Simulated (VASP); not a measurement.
# AlCo (P4/mmm) in VASP: a series of runs

AlCo is run at these levels: PBEsol; tasks: single point.

Program: VASP 6.6.1. These are calculated values, not measurements. Logs are shortened: lines on timing, memory, paths and dates and some standing lists are left out, and cuts for length are marked.

### 1 The cell of the first run

It takes space group P4/mmm (No. 123, tetragonal). The conventional cell has a = 2.707 Å, b = 2.707 Å, c = 2.594 Å, α = 90.00°, β = 90.00°, γ = 90.00°. Within 3.1 Å of Al (site symmetry 4/mmm) lie 8 Co at 2.31 Å and 6 Al at 2.59 to 2.71 Å. Within 3.1 Å of Co (site symmetry 4/mmm) lie 8 Al at 2.31 Å and 6 Co at 2.59 to 2.71 Å.

### 2 Single point, PBEsol (strain -0.040 along x and y, -0.080 along z)

File INCAR:

```
SYSTEM = AlCo
PREC     = Accurate       ! precision mode
ENCUT    = 520            ! plane-wave cutoff, eV
EDIFF    = 1E-6           ! SCF threshold, eV
ISMEAR   = 0              ! smearing method
SIGMA    = 0.15           ! smearing width, eV
LREAL    = .False.        ! projectors in reciprocal space
LASPH    = .True.         ! aspherical terms in the spheres
NELM     = 80             ! most SCF steps
ALGO     = Fast           ! electronic algorithm
ISIF     = 2              ! what is computed and relaxed
LWAVE    = .False.        ! write WAVECAR
LCHARG   = .False.        ! write CHGCAR
GGA      = PS             ! functional
NBANDS   = 13             ! bands
```

File KPOINTS:

```
Automatic mesh
0
Gamma
  16 16 16
  0 0 0
```

File POSCAR:

```
AlCo
1.0
    2.7066270816      0.0000000000      0.0000000000
    0.0000000000      2.7066270816      0.0000000000
    0.0000000000      0.0000000000      2.5938509532
Al Co
1 1
Direct
    0.0000000000      0.0000000000      0.0000000000
    0.5000000000      0.5000000000      0.5000000000
```

Potentials or basis: VASP PAW PBE potentials, release 64 (Al, Co).

Command:

```
$ cat potpaw_PBE.64/Al/POTCAR potpaw_PBE.64/Co/POTCAR > POTCAR
$ mpirun -np 1 vasp_std > vasp.out
```

OUTCAR:

```text
SYSTEM = AlCo
   PREC = Accurate
   ENCUT = 520
   EDIFF = 1E-6
   ISMEAR = 0
   LREAL = .False.
   LASPH = .True.
   NELM = 80
   ISIF = 2
   GGA = PS

 ion  position               nearest neighbor table
   1  0.000  0.000  0.000-   2 2.31   2 2.31   2 2.31   2 2.31   2 2.31   2 2.31   2 2.31   2 2.31

   2  0.500  0.500  0.500-   1 2.31   1 2.31   1 2.31   1 2.31   1 2.31   1 2.31   1 2.31   1 2.31

  LATTYP: Found a simple tetragonal cell.
 ALAT       =     2.7066270816
 C/A-ratio  =     0.9583333333

  Lattice vectors:

 A1 = (   2.7066270816,   0.0000000000,   0.0000000000)
 A2 = (   0.0000000000,   2.7066270816,   0.0000000000)
 A3 = (   0.0000000000,   0.0000000000,   2.5938509532)

Analysis of symmetry for initial positions (statically):
=====================================================================
 Subroutine PRICEL returns:
 Original cell was already a primitive cell.

 Routine SETGRP: Setting up the symmetry group for a
 simple tetragonal supercell.

 Subroutine GETGRP returns: Found 16 space group operations
 (whereof 16 operations were pure point group operations)
 out of a pool of 16 trial point group operations.

The static configuration has the point symmetry D_4h.

Analysis of symmetry for dynamics (positions and initial velocities):
=====================================================================
 Subroutine PRICEL returns:
 Original cell was already a primitive cell.

 Routine SETGRP: Setting up the symmetry group for a
 simple tetragonal supercell.

 Subroutine GETGRP returns: Found 16 space group operations
 (whereof 16 operations were pure point group operations)
 out of a pool of 16 trial point group operations.

The dynamic configuration has the point symmetry D_4h.

 Subroutine INISYM returns: Found 16 space group operations
 (whereof 16 operations are pure point group operations),
 and found     1 'primitive' translations

----------------------------------------------------------------------------------------

                                     Primitive cell

  volume of cell :      19.0021

  direct lattice vectors                    reciprocal lattice vectors
     2.706627082  0.000000000  0.000000000     0.369463531  0.000000000  0.000000000
     0.000000000  2.706627082  0.000000000     0.000000000  0.369463531  0.000000000
     0.000000000  0.000000000  2.593850953     0.000000000  0.000000000  0.385527163

  length of vectors
     2.706627082  2.706627082  2.593850953     0.369463531  0.369463531  0.385527163

  position of ions in fractional coordinates (direct lattice)
     0.000000000  0.000000000  0.000000000
     0.500000000  0.500000000  0.500000000

  ion indices of the primitive-cell ions
   primitive index   ion index
                 1           1
                 2           2

----------------------------------------------------------------------------------------

 KPOINTS: Automatic mesh

Automatic generation of k-mesh.
 Grid dimensions read from file:
 generate k-points for:   16   16   16

 Generating k-lattice:

  Cartesian coordinates                     Fractional coordinates (reciprocal lattice)
     0.023091471  0.000000000  0.000000000     0.062500000  0.000000000  0.000000000
     0.000000000  0.023091471  0.000000000     0.000000000  0.062500000  0.000000000
     0.000000000  0.000000000  0.024095448     0.000000000  0.000000000  0.062500000

  Length of vectors
     0.023091471  0.023091471  0.024095448

  Shift w.r.t. Gamma in fractional coordinates (k-lattice)
     0.000000000  0.000000000  0.000000000

 Subroutine IBZKPT returns following result:
 ===========================================

 Found    405 irreducible k-points:

 Following reciprocal coordinates:
            Coordinates               Weight
  0.000000  0.000000  0.000000      1.000000
  0.062500  0.000000  0.000000      4.000000
  0.125000  0.000000  0.000000      4.000000
  0.187500  0.000000  0.000000      4.000000
  0.250000  0.000000  0.000000      4.000000
  0.312500  0.000000  0.000000      4.000000
[... 16 lines left out ...]
  0.437500  0.125000  0.000000      8.000000
  0.500000  0.125000  0.000000      4.000000
 [... further k-points ...]
   k-points           NKPTS =    405   k-points in BZ     NKDIM =    405   number of bands    NBANDS=     13
   number of dos      NEDOS =    301   number of ions     NIONS =      2
   total plane-waves  NPLWV =   8000
   dimension x,y,z NGX =    20 NGY =   20 NGZ =   20
   dimension x,y,z NGXF=    40 NGYF=   40 NGZF=   40
   ions per type =               1   1
   NGX,Y,Z   is equivalent  to a cutoff of  12.28, 12.28, 12.82 a.u.
   NGXF,Y,Z  is equivalent  to a cutoff of  24.57, 24.57, 25.64 a.u.
 SYSTEM =  AlCo
   PREC   = accura    normal or accurate (medium, high low for compatibility)
   ISTART =      0    job   : 0-new  1-cont  2-samecut
   ICHARG =      2    charge: 1-file 2-atom 10-const
   ISPIN  =      1    spin polarized calculation?
   LNONCOLLINEAR =      F non collinear calculations
   LSORBIT =      F    spin-orbit coupling
   LASPH  =      T    aspherical Exc in radial PAW
   ENCUT  =  520.0 eV  38.22 Ry    6.18 a.u.   5.03  5.03  4.82*2*pi/ulx,y,z
   NELM   =     80;   NELMIN=  2; NELMDL= -5     # of ELM steps
   EDIFF  = 0.1E-05   stopping-criterion for ELM
   LREAL  =      F    real-space projection
   EDIFFG = 0.1E-04   stopping-criterion for IOM
   NSW    =      0    number of steps for IOM
   IBRION =     -1    ionic relax: 0-MD 1-quasi-New 2-CG
   NFREE  =      0    steps in history (QN), initial steepest desc. (CG)
   ISIF   =      2    stress and relaxation
   ISYM   =      2    0-nonsym 1-usesym 2-fastsym
   POTIM  = 0.5000    time-step for ionic-motion
   TEBEG  =    0.0;   TEEND  =   0.0 temperature during run
   PSTRESS=    0.0 pullay stress
   NELECT =      12.0000    total number of electrons
   NUPDOWN=      -1.0000    fix difference up-down
   EMIN   =  10.00;   EMAX   =-10.00  energy-range for DOS
   EFERMI =   0.00;   METHOD = LEGACY
   ISMEAR =     0;   SIGMA  =   0.15  broadening in eV -4-tet -1-fermi 0-gaus
   EFERMI_NEDOS =   21; number of points for ismear=-14 and -15
   IALGO  =     68    algorithm
   IMIX   =      4    mixing-type and parameters
     AMIX     =   0.40;   BMIX     =  1.00
     AMIX_MAG =   1.60;   BMIX_MAG =  1.00
  volume/ion in A,a.u.               =       9.50        64.12
  Fermi-wavevector in a.u.,A,eV,Ry     =   1.404542  2.654199 26.840720  1.972737
  Thomas-Fermi vector in A             =   2.527093
   LORBIT       =      0    0 simple, 1 ext, 2 COOP (PROOUT), +10 PAW based schemes
   GGA     = PS    functional components
   LHFCALC =     F    Hartree Fock is set to
   AEXX    =    0.0000 exact exchange contribution
   IVDW    =     0    specifies the selected vdW correction
   LEPSILON=     F    determine dielectric tensor
   LRPA    =     F    only Hartree local field effects (RPA)
 non-spin polarized calculation
 RMM-DIIS sequential band-by-band and
 Gauss-broadening in eV      SIGMA  =   0.15
  energy-cutoff  :      520.00
  volume of cell :       19.00
 maximum number of plane-waves:       526
   NGX = 11   NGY = 11   NGZ =  9

 number of electron      12.0000007 magnetization

 Free energy of the ion-electron system (eV)
  ---------------------------------------------------
  ext. energy  EPLUGINS =         0.00000000
  ---------------------------------------------------
  free energy    TOTEN  =       -12.62001177 eV

  energy without entropy =      -12.61235058  energy(sigma->0) =      -12.61618118

 E-fermi :  13.3205     XC(G=0): -13.3894

 val. band max:       13.3015894961   @ k =   0.4375   0.0625   0.4375
 cond. band min:      13.3290370950   @ k =   0.5000   0.3125   0.0625
 fundamental gap:      0.0274475989
 Fermi energy:        13.3204559212

 k-point     1 :       0.0000    0.0000    0.0000
  band No.  band energies     occupation
      1       0.8667      2.00000
      2       9.2803      2.00000
      3       9.3914      2.00000
      4      12.1177      2.00000
      5      12.3484      2.00000
      6      12.3484      2.00000
      7      19.8044      0.00000
      8      19.8044      0.00000
      9      21.6204      0.00000
     10      22.7996      0.00000
     11      23.0310      0.00000
     12      32.7357      0.00000
     13      36.7939      0.00000

 k-point     2 :       0.0625    0.0000    0.0000
  band No.  band energies     occupation
      1       0.9500      2.00000
      2       9.2827      2.00000
      3       9.4095      2.00000
      4      12.0651      2.00000
      5      12.3061      2.00000
      6      12.3535      2.00000
      7      19.0323      0.00000
      8      19.9242      0.00000
      9      21.7293      0.00000
     10      22.9165      0.00000
     11      23.6485      0.00000
     12      32.9349      0.00000
     13      35.7765      0.00000

 k-point     3 :       0.1250    0.0000    0.0000
  band No.  band energies     occupation
      1       1.1985      2.00000
      2       9.2625      2.00000
      3       9.4718      2.00000
      4      11.9210      2.00000
      5      12.1889      2.00000
      6      12.3681      2.00000
      7      17.6427      0.00000
      8      20.2700      0.00000
      9      22.0462      0.00000
     10      22.8312      0.00000
     11      25.0067      0.00000
     12      33.5433      0.00000
     13      34.1972      0.00000
[... 305 lines left out ...]
 k-point    23 :       0.4375    0.1250    0.0000
  band No.  band energies     occupation
      1       4.9030      2.00000
      2       6.8713      2.00000
      3      10.1349      2.00000
      4      10.8925      2.00000
      5      11.4485      2.00000
      6      12.3285      2.00000
      7      13.5505      0.03011
      8      20.8338      0.00000
      9      22.8070      0.00000
     10      26.1431      0.00000
     11      27.0531      0.00000
     12      28.8805      0.00000
     13      31.6761      0.00000

 k-point    24 :       0.5000    0.1250    0.0000
  band No.  band energies     occupation
      1       5.8438      2.00000
      2       5.9190      2.00000
      3      10.1800      2.00000
      4      10.8608      2.00000
      5      11.4170      2.00000
      6      12.3340      2.00000
      7      13.4608      0.18580
      8      21.1227      0.00000
      9      22.5472      0.00000
     10      26.6920      0.00000
     11      26.9179      0.00000
     12      28.2486      0.00000
     13      32.1392      0.00000

 [... further k-points ...]
[... 5 lines left out ...]
  --------------------------------------------------------------------------------------
  -------------------------------------------------------------------------------------
  Total        4.9184725      4.9184725      6.6757424      0.0000000      0.0000000      0.0000000
  in kB      414.7047109    414.7047109    562.8702420      0.0000000      0.0000000      0.0000000
  external PRESSURE =     464.0932213 kB  Pullay stress =       0.0000000 kB

 VOLUME and BASIS-vectors are now :
 -----------------------------------------------------------------------------
  energy-cutoff  :      520.00
  volume of cell :       19.00
      direct lattice vectors                 reciprocal lattice vectors
     2.706627082  0.000000000  0.000000000     0.369463531  0.000000000  0.000000000
     0.000000000  2.706627082  0.000000000     0.000000000  0.369463531  0.000000000
     0.000000000  0.000000000  2.593850953     0.000000000  0.000000000  0.385527163

 POSITION                                       TOTAL-FORCE (eV/Angst)
 -----------------------------------------------------------------------------------
      0.00000      0.00000      0.00000         0.000000      0.000000      0.000000
      1.35331      1.35331      1.29693         0.000000      0.000000      0.000000
 -----------------------------------------------------------------------------------
    total drift:                               -0.000000      0.000000      0.000000

  FREE ENERGIE OF THE ION-ELECTRON SYSTEM (eV)
  ---------------------------------------------------
  free  energy   TOTEN  =       -12.6200117737 eV

  energy  without entropy=      -12.6123505816  energy(sigma->0) =      -12.61618118
```

It took 2.5 min on 1 thread of AMD EPYC 7R13, shared host; peak memory 0.18 GiB.

Results:

```
Free energy            : -12.6200 eV
Pressure               : 46.4 GPa
Band gap on the k mesh : zero (band 6 reaches 15.65 eV, above the bottom of band 7 at 12.91 eV)
```

Levels at points of the mesh, in eV from the Fermi level:
```
           k point  band 4  band 5  band 6  band 7  band 8  band 9
(0.00, 0.00, 0.00)   -1.20   -0.97   -0.97    6.48    6.48    8.30
(0.50, 0.00, 0.00)   -2.33   -1.93   -0.84    0.15    8.59   11.20
(0.50, 0.50, 0.00)   -3.29   -1.76   -1.76   -0.41    2.79    4.46
(0.00, 0.00, 0.50)   -2.30   -2.30   -1.00    0.67    8.63   11.31
(0.50, 0.00, 0.50)   -2.78   -2.10   -2.05   -0.24    3.27    4.97
(0.50, 0.50, 0.50)   -0.34   -0.12    2.33    2.33    2.58    6.16
```

Caveat: the cell differs from its parent crystal (strain -0.040 along x and y, -0.080 along z); the PAW data sets were made with another functional, which shifts forces and pressure a little.

### 3 Single point, PBEsol (strain +0.000 along x and y, -0.080 along z)

File INCAR:

```
SYSTEM = AlCo
  ALGO = Normal
  EDIFF = 1E-6
  ENCUT = 520
  GGA = PS
  ISIF = 2
  ISMEAR = 0
  LASPH = .TRUE.
  LCHARG = .FALSE.
  LREAL = .FALSE.
  LWAVE = .FALSE.
  NBANDS = 13
  NELM = 60
  PREC = Accurate
  SIGMA = 0.15
```

File KPOINTS:

```
k-points
0
G
  16 16 16
  0 0 0
```

File POSCAR:

```
AlCo
1.0
    2.8194032100      0.0000000000      0.0000000000
    0.0000000000      2.8194032100      0.0000000000
    0.0000000000      0.0000000000      2.5938509532
Al Co
1 1
Direct
    0.0000000000      0.0000000000      0.0000000000
    0.5000000000      0.5000000000      0.5000000000
```

Potentials or basis: VASP PAW PBE potentials, release 64 (Al, Co).

Command:

```
$ cat potpaw_PBE.64/Al/POTCAR potpaw_PBE.64/Co/POTCAR > POTCAR
$ mpirun -np 1 vasp_std > vasp.out
```

Wall time 2.8 min (1 thread of AMD EPYC 7R13, shared host); peak memory 0.2 GiB.

It converged, with:

| Property | Result |
| --- | --- |
| Free energy | -12.8915 eV |
| Pressure | 21.7 GPa |
| Band gap on the k mesh | zero (band 6 reaches 14.36 eV, above the bottom of band 7 at 11.60 eV) |

Stress tensor (GPa, compression positive):
```
13.52  0.00  0.00
 0.00 13.52  0.00
 0.00  0.00 38.05
```

Levels at points of the mesh, in eV from the Fermi level:
```tsv
k point	band 4	band 5	band 6	band 7	band 8	band 9
(0.00, 0.00, 0.00)	-1.11	-0.69	-0.69	5.59	5.59	9.00
(0.50, 0.00, 0.00)	-2.14	-1.42	-0.59	0.04	8.47	10.28
(0.50, 0.50, 0.00)	-3.24	-1.29	-1.29	-0.39	2.29	3.72
(0.00, 0.00, 0.50)	-2.08	-2.08	-0.89	0.94	8.68	10.53
(0.50, 0.00, 0.50)	-2.30	-1.88	-1.79	-0.12	3.25	4.61
(0.50, 0.50, 0.50)	-0.31	0.05	2.37	2.37	2.77	5.39
```

Caveat: the cell differs from its parent crystal (strain +0.000 along x and y, -0.080 along z); the PAW data sets were made with another functional, which shifts forces and pressure a little.

(Part 1 of 2 ends here.)
